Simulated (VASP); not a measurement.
# SrO (Fm-3m) in VASP: notebook

Runs on SrO. Level: r2SCAN. Tasks: single point, relaxation of cell and atoms.

Program: VASP 6.6.1. These are calculated values, not measurements. Logs are shortened: lines on timing, memory, paths and dates and some standing lists are left out, and cuts for length are marked.

## (1) The cell of the first run

Symmetry: Fm-3m, No. 225, cubic system. The conventional cell has a = 5.161 Å, b = 5.161 Å, c = 5.161 Å, α = 90.00°, β = 90.00°, γ = 90.00°. Sr (site symmetry m-3m) has 6 O at 2.58 Å within 3.4 Å. O (site symmetry m-3m) has 6 Sr at 2.58 Å within 3.4 Å.

## (2) Single point, r2SCAN

Input file POSCAR:

```
SrO
1.0
    0.0000000000      2.5803128249      2.5803128249
    2.5803128249      0.0000000000      2.5803128249
    2.5803128249      2.5803128249      0.0000000000
Sr O
1 1
Direct
    0.5000000000      0.5000000000      0.5000000000
    0.0000000000      0.0000000000      0.0000000000
```

Input file INCAR.step1:

```
SYSTEM = SrO
PREC = Accurate
ENCUT = 520
ISMEAR = 0
SIGMA = 0.02
LREAL = .False.
LASPH = .True.
NELM = 80
NBANDS = 15
GGA = PE
ALGO = Normal
EDIFF = 1E-4
LWAVE = .True.
LCHARG = .False.
```

Input file INCAR.step2:

```
SYSTEM = SrO
PREC = Accurate
ENCUT = 520
EDIFF = 1E-6
ISMEAR = 0
SIGMA = 0.02
LREAL = .False.
LASPH = .True.
NELM = 80
ALGO = Normal
ISIF = 2
LWAVE = .False.
LCHARG = .False.
METAGGA = R2SCAN
LMIXTAU = .True.
NBANDS = 15
ISTART = 1
```

Input file KPOINTS:

```
regular mesh
0
Gamma
  8 8 8
  0 0 0
```

Potentials or basis: VASP PAW PBE potentials, release 64 (Sr_sv, O).

The run is started by

```sh
cat potpaw_PBE.64/Sr_sv/POTCAR potpaw_PBE.64/O/POTCAR > POTCAR
cp INCAR.step1 INCAR
mpirun -np 1 vasp_std > vasp.out
cp INCAR.step2 INCAR
mpirun -np 1 vasp_std > vasp.out
```

OUTCAR:

```text
SYSTEM = SrO
   PREC = Accurate
   ENCUT = 520
   EDIFF = 1E-6
   ISMEAR = 0
   LREAL = .False.
   LASPH = .True.
   NELM = 80
   ISIF = 2
   METAGGA = R2SCAN
   ISTART = 1

 ion  position               nearest neighbor table
   1  0.500  0.500  0.500-   2 2.58   2 2.58   2 2.58   2 2.58   2 2.58   2 2.58
   2  0.000  0.000  0.000-   1 2.58   1 2.58   1 2.58   1 2.58   1 2.58   1 2.58

  LATTYP: Found a face centered cubic cell.
 ALAT       =     5.1606256498

  Lattice vectors:

 A1 = (   0.0000000000,   2.5803128249,   2.5803128249)
 A2 = (   2.5803128249,   0.0000000000,   2.5803128249)
 A3 = (   2.5803128249,   2.5803128249,   0.0000000000)

Analysis of symmetry for initial positions (statically):
=====================================================================
 Subroutine PRICEL returns:
 Original cell was already a primitive cell.

 Routine SETGRP: Setting up the symmetry group for a
 face centered cubic supercell.

 Subroutine GETGRP returns: Found 48 space group operations
 (whereof 48 operations were pure point group operations)
 out of a pool of 48 trial point group operations.

The static configuration has the point symmetry O_h .

Analysis of symmetry for dynamics (positions and initial velocities):
=====================================================================
 Subroutine PRICEL returns:
 Original cell was already a primitive cell.

 Routine SETGRP: Setting up the symmetry group for a
 face centered cubic supercell.

 Subroutine GETGRP returns: Found 48 space group operations
 (whereof 48 operations were pure point group operations)
 out of a pool of 48 trial point group operations.

The dynamic configuration has the point symmetry O_h .

 Subroutine INISYM returns: Found 48 space group operations
 (whereof 48 operations are pure point group operations),
 and found     1 'primitive' translations

----------------------------------------------------------------------------------------

                                     Primitive cell

  volume of cell :      34.3595

  direct lattice vectors                    reciprocal lattice vectors
     0.000000000  2.580312825  2.580312825    -0.193774954  0.193774954  0.193774954
     2.580312825  0.000000000  2.580312825     0.193774954 -0.193774954  0.193774954
     2.580312825  2.580312825  0.000000000     0.193774954  0.193774954 -0.193774954

  length of vectors
     3.649113392  3.649113392  3.649113392     0.335628066  0.335628066  0.335628066

[... 85 lines left out ...]
   NFREE  =      0    steps in history (QN), initial steepest desc. (CG)
   ISIF   =      2    stress and relaxation
   ISYM   =      2    0-nonsym 1-usesym 2-fastsym
   POTIM  = 0.5000    time-step for ionic-motion
   TEBEG  =    0.0;   TEEND  =   0.0 temperature during run
   PSTRESS=    0.0 pullay stress
   NELECT =      16.0000    total number of electrons
   NUPDOWN=      -1.0000    fix difference up-down
   EMIN   =  10.00;   EMAX   =-10.00  energy-range for DOS
   EFERMI =   0.00;   METHOD = LEGACY
   ISMEAR =     0;   SIGMA  =   0.02  broadening in eV -4-tet -1-fermi 0-gaus
   EFERMI_NEDOS =   21; number of points for ismear=-14 and -15
   IALGO  =     38    algorithm
   IMIX   =      4    mixing-type and parameters
     AMIX     =   0.40;   BMIX     =  1.00
     AMIX_MAG =   1.60;   BMIX_MAG =  1.00
  volume/ion in A,a.u.               =      17.18       115.93
  Fermi-wavevector in a.u.,A,eV,Ry     =   1.268915  2.397901 21.907350  1.610145
  Thomas-Fermi vector in A             =   2.401984
   LORBIT       =      0    0 simple, 1 ext, 2 COOP (PROOUT), +10 PAW based schemes
   METAGGA = R2SCAN    functional components
   LHFCALC =     F    Hartree Fock is set to
   AEXX    =    0.0000 exact exchange contribution
   IVDW    =     0    specifies the selected vdW correction
   LEPSILON=     F    determine dielectric tensor
   LRPA    =     F    only Hartree local field effects (RPA)
 non-spin polarized calculation
 Gauss-broadening in eV      SIGMA  =   0.02
  energy-cutoff  :      520.00
  volume of cell :       34.36
 maximum number of plane-waves:       941
   NGX = 13   NGY = 13   NGZ = 13

 number of electron      15.9999998 magnetization

 Free energy of the ion-electron system (eV)
  ---------------------------------------------------
  ext. energy  EPLUGINS =         0.00000000
  ---------------------------------------------------
  free energy    TOTEN  =       -27.05578708 eV

  energy without entropy =      -27.05578708  energy(sigma->0) =      -27.05578708

 E-fermi :   1.5178     XC(G=0): -10.5302

 val. band max:        1.2916851085   @ k =   0.0000   0.0000   0.0000
 cond. band min:       5.0396107817   @ k =   0.5000   0.5000   0.0000
 fundamental gap:      3.7479256732
 Fermi energy:         1.5177522956

 k-point     1 :       0.0000    0.0000    0.0000
  band No.  band energies     occupation
      1     -32.2194      2.00000
      2     -14.7230      2.00000
      3     -13.2537      2.00000
      4     -13.2537      2.00000
      5     -13.2537      2.00000
      6       1.2917      2.00000
      7       1.2917      2.00000
      8       1.2917      2.00000
      9       5.8703      0.00000
     10       8.0445      0.00000
     11       8.0445      0.00000
     12       8.0445      0.00000
     13      10.3410      0.00000
     14      10.3410      0.00000
[... 401 lines left out ...]
      2     -15.7535      2.00000
      3     -13.6186      2.00000
      4     -13.4736      2.00000
      5     -12.5760      2.00000
      6      -0.2339      2.00000
      7       0.4450      2.00000
      8       0.5196      2.00000
      9       8.1663      0.00000
     10       8.5391      0.00000
     11      11.2168      0.00000
     12      11.3555      0.00000
     13      13.5471      0.00000
     14      14.8581      0.00000
     15      15.5491      0.00000

 [... further k-points ...]
[... 5 lines left out ...]
  --------------------------------------------------------------------------------------
  -------------------------------------------------------------------------------------
  Total        0.1030751      0.1030751      0.1030751      0.0000000     -0.0000000      0.0000000
  in kB        4.8063694      4.8063694      4.8063694      0.0000000     -0.0000000      0.0000000
  external PRESSURE =       4.8063694 kB  Pullay stress =       0.0000000 kB

 VOLUME and BASIS-vectors are now :
 -----------------------------------------------------------------------------
  energy-cutoff  :      520.00
  volume of cell :       34.36
      direct lattice vectors                 reciprocal lattice vectors
     0.000000000  2.580312825  2.580312825    -0.193774954  0.193774954  0.193774954
     2.580312825  0.000000000  2.580312825     0.193774954 -0.193774954  0.193774954
     2.580312825  2.580312825  0.000000000     0.193774954  0.193774954 -0.193774954

 POSITION                                       TOTAL-FORCE (eV/Angst)
 -----------------------------------------------------------------------------------
      2.58031      2.58031      2.58031         0.000000      0.000000     -0.000000
      0.00000      0.00000      0.00000        -0.000000     -0.000000      0.000000
 -----------------------------------------------------------------------------------
    total drift:                                0.000000      0.000000      0.000000

  FREE ENERGIE OF THE ION-ELECTRON SYSTEM (eV)
  ---------------------------------------------------
  free  energy   TOTEN  =       -27.0557870768 eV

  energy  without entropy=      -27.0557870768  energy(sigma->0) =      -27.05578708
```

OUTCAR.step1:

```text
SYSTEM = SrO
   PREC = Accurate
   ENCUT = 520
   ISMEAR = 0
   LREAL = .False.
   LASPH = .True.
[... 653 lines left out ...]
      2.58031      2.58031      2.58031         0.000000      0.000000      0.000000
      0.00000      0.00000      0.00000        -0.000000     -0.000000     -0.000000
 -----------------------------------------------------------------------------------
    total drift:                                0.000000      0.000000      0.000000

  FREE ENERGIE OF THE ION-ELECTRON SYSTEM (eV)
  ---------------------------------------------------
  free  energy   TOTEN  =       -12.0482056132 eV

  energy  without entropy=      -12.0482056132  energy(sigma->0) =      -12.04820561
```

OSZICAR.step1:

```text
N       E                     dE             d eps       ncg     rms          rms(c)
DAV:   1     0.632358192851E+02    0.63236E+02   -0.77501E+03   870   0.101E+03
DAV:   2    -0.108219833063E+02   -0.74058E+02   -0.68477E+02  1220   0.219E+02
DAV:   3    -0.141949342695E+02   -0.33730E+01   -0.33587E+01  1275   0.396E+01
DAV:   4    -0.142490062194E+02   -0.54072E-01   -0.54061E-01  1085   0.380E+00
DAV:   5    -0.142493022487E+02   -0.29603E-03   -0.29603E-03  1089   0.253E-01    0.161E+01
DAV:   6    -0.122001183766E+02    0.20492E+01   -0.67044E+00   891   0.194E+01    0.190E+01
DAV:   7    -0.120570411349E+02    0.14308E+00   -0.30188E-01  1010   0.487E+00    0.110E+01
DAV:   8    -0.120462278438E+02    0.10813E-01   -0.11916E-01  1101   0.345E+00    0.422E-01
DAV:   9    -0.120475794275E+02   -0.13516E-02   -0.58858E-03  1113   0.485E-01    0.233E-01
DAV:  10    -0.120480375930E+02   -0.45817E-03   -0.43647E-04   975   0.196E-01    0.867E-02
DAV:  11    -0.120481871929E+02   -0.14960E-03   -0.14940E-04   918   0.901E-02    0.275E-02
DAV:  12    -0.120482056132E+02   -0.18420E-04   -0.26660E-05   701   0.387E-02
   1 F= -.12048206E+02 E0= -.12048206E+02  d E =-.622486E-37
```

It took 3 min on 1 thread of AMD EPYC 7R13, shared host; peak memory 0.14 GiB.

Results:

```
Free energy            : -27.0558 eV
Pressure               : 0.5 GPa
Band gap on the k mesh : 3.75 eV, indirect (least direct gap 3.84 eV)
```

Caveat: the PAW data sets were made with another functional, which shifts forces and pressure a little.

## (3) Single point, r2SCAN

POSCAR is that of step 2.

Input file INCAR.step1:

```
  PREC = Accurate
  ENCUT = 520
  ISMEAR = 0
  SIGMA = 0.02
  LREAL = False
  LASPH = True
  NELM = 100
  NBANDS = 15
  GGA = PE
  ALGO = Normal
  EDIFF = 1E-4
  LWAVE = True
  LCHARG = False
```

Input file INCAR.step2:

```
  PREC = Accurate
  ENCUT = 520
  EDIFF = 1E-7
  ISMEAR = 0
  SIGMA = 0.02
  LREAL = False
  LASPH = True
  NELM = 100
  ALGO = Normal
  ISIF = 2
  LWAVE = False
  LCHARG = False
  METAGGA = R2SCAN
  LMIXTAU = True
  NBANDS = 15
  ISTART = 1
```

Input file KPOINTS:

```
Automatic mesh
0
Gamma
  8 8 8
```

Potentials or basis: VASP PAW PBE potentials, release 64 (Sr_sv, O).

The run is started by

```sh
cat potpaw_PBE.64/Sr_sv/POTCAR potpaw_PBE.64/O/POTCAR > POTCAR
cp INCAR.step1 INCAR
mpirun -np 1 vasp_std > vasp.out
cp INCAR.step2 INCAR
mpirun -np 1 vasp_std > vasp.out
```

It took 3.3 min on 1 thread of AMD EPYC 7R13, shared host; peak memory 0.14 GiB.

Results (log left out):

| Quantity | Value |
| --- | --- |
| Free energy | -27.0558 eV |
| Pressure | 0.5 GPa |
| Band gap on the k mesh | 3.75 eV, indirect (least direct gap 3.84 eV) |

Levels at points of the mesh, in eV from the valence-band top:
```tsv
k point	band 4	band 5	band 6	band 7	band 8	band 9	band 10	band 11	band 12	band 13
(0.00, 0.00, 0.00)	-14.55	-14.55	0.00	0.00	0.00	4.58	6.75	6.75	6.75	9.05
(0.50, 0.00, 0.00)	-14.62	-13.53	-2.10	-1.11	-1.11	7.06	8.99	9.42	9.42	12.57
(0.50, 0.50, 0.00)	-14.89	-14.89	-0.45	-0.09	-0.09	3.75	8.44	10.85	11.02	11.62
```

Caveat: the PAW data sets were made with another functional, which shifts forces and pressure a little. r2SCAN opens gaps a little over a GGA but as a rule still falls short of measured ones.

(Continued in part 2 of 2.)
